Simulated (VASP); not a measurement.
A run of VASP 6.6.1 is set up as follows.

The input INCAR:

```
  PREC = Accurate
  ENCUT = 600
  EDIFF = 1E-6
  ISMEAR = 0
  SIGMA = 0.1
  LREAL = False
  LASPH = True
  NELM = 60
  ALGO = Normal
  ISIF = 4
  LWAVE = False
  LCHARG = False
  GGA = PS
  IBRION = 2
  NSW = 50
  EDIFFG = -0.01
```

Contents of KPOINTS:

```
regular mesh
0
Gamma
  18 18 12
```

POSCAR

```
ZrB2
1.0
    3.1861765192      0.0000000000      0.0000000000
   -1.5930882596      2.7593098066      0.0000000000
    0.0000000000      0.0000000000      3.5414913068
Zr B
1 2
Direct
    0.0000000000      0.0000000000      0.0000000000
    0.3333333333      0.6666666667      0.5000000000
    0.6666666667      0.3333333333      0.5000000000
```

Potentials or basis: VASP PAW PBE potentials, release 64 (Zr_sv, B).

Launch:

```console
$ cat potpaw_PBE.64/Zr_sv/POTCAR potpaw_PBE.64/B/POTCAR > POTCAR
$ mpirun -np 1 vasp_std > vasp.out
```

**Question.** Predict the band gap on the k mesh.

**Answer.** Zero (bands 9 and 10 overlap by 1.23 eV).

Final structure:
```yaml
crystal:
  lattice:
    - [3.18424, 0.00000, 0.00000]
    - [-1.59212, 2.75763, 0.00000]
    - [0.00000, 0.00000, 3.54581]
  atoms:
    - { symbol: Zr, position: [0.00000, 0.00000, 0.00000] }
    - { symbol: B, position: [0.33333, 0.66667, 0.50000] }
    - { symbol: B, position: [0.66667, 0.33333, 0.50000] }
```
